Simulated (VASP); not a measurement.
## TePb: single point with PBE

Crystal: TePb.

```
Pb Te
1.0
     0.04357    3.31141    3.31141
     3.31141    0.04357    3.31141
     3.31141    3.31141    0.04357
Pb Te
1 1
Direct
  0.00000 0.00000 0.00000
  0.50000 0.50000 0.50000
```

This cell differs from its parent crystal: strain along [111] +2.0%.

- Program: VASP 6.6.1
- Task: single point
- Functional: PBE
- Potentials or basis: VASP PAW PBE potentials, release 64 (Pb_d, Te)
- Cutoff: 520 eV
- k mesh: 8 × 8 × 8
- Occupations: fermi-dirac, width 0.02 eV
- Spin: no spin polarisation
- Dipole correction: no
- Further INCAR settings: ALGO = Normal; EDIFF = 1e-07; NBANDS = 17

```yaml
Pressure: -0.2 GPa
Band_gap_on_the_k_mesh: 0.72 eV, indirect (least direct gap 0.83 eV)
```

Stress tensor (GPa, compression positive):
```
-0.21 -0.19 -0.19
-0.19 -0.21 -0.19
-0.19 -0.19 -0.21
```

Levels at points of the mesh, in eV from the valence-band top:
```csv
k point,band 8,band 9,band 10,band 11,band 12,band 13
"(0.00, 0.00, 0.00)",-1.32,-1.16,-1.16,3.93,3.93,3.98
"(0.50, 0.00, 0.00)",-0.84,-0.78,-0.10,0.72,1.28,1.34
"(0.50, 0.50, 0.00)",-4.15,-2.63,-2.51,3.45,5.18,5.23
"(0.50, 0.50, 0.50)",-0.74,-0.74,0.00,0.85,1.41,1.41
```

It took 57 s on 1 thread of Intel(R) Xeon(R) Platinum 8488C (Sapphire Rapids), on a shared host, peak memory 0.24 GiB.

Caveat: the cell differs from its parent crystal (strain along [111] +2.0%); spin-orbit coupling is left out, which moves the levels of the heavy elements. A k mesh can miss the band edges.
